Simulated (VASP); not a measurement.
Crystal: InBAs2.

```
B As In
1.0
     3.75787    0.00000    0.00000
     0.00000    3.75787    0.00000
     0.00000    0.00000    5.75974
B As In
1 2 1
Direct
  0.00000 0.00000 0.00000
  0.00000 0.50000 0.19438
  0.50000 0.00000 0.80562
  0.50000 0.50000 0.50000
```

Base run:

```yaml
Program: VASP 6.6.1
Functional: PBE
Potentials_or_basis: VASP PAW PBE potentials, release 64 (B, As, In_d)
Cutoff: 520 eV
k_mesh: 8 × 8 × 4
Occupations: fermi-dirac, width 0.02 eV
Spin: no spin polarisation
```

Its results: band gap on the k mesh zero (bands 13 and 14 overlap by 0.09 eV); pressure 2.2 GPa; largest force 0.208 eV/Å.

Q: The run is repeated on the same cell with these changes: functional from PBE to r2SCAN; k mesh from 8 × 8 × 4 to 6 × 6 × 4. What comes out?

A: Band gap on the k mesh 0.07 eV; pressure 0.0 GPa; largest force 0.007 eV/Å.

Several settings changed at once.

Caveats: spin-orbit coupling is left out, which moves the levels of the heavy elements; semilocal functionals underestimate gaps, so a narrow gap can read as zero (at least some runs); the PAW data sets were made with another functional, which shifts forces and pressure a little (at least some runs).

A k mesh can miss the band edges.
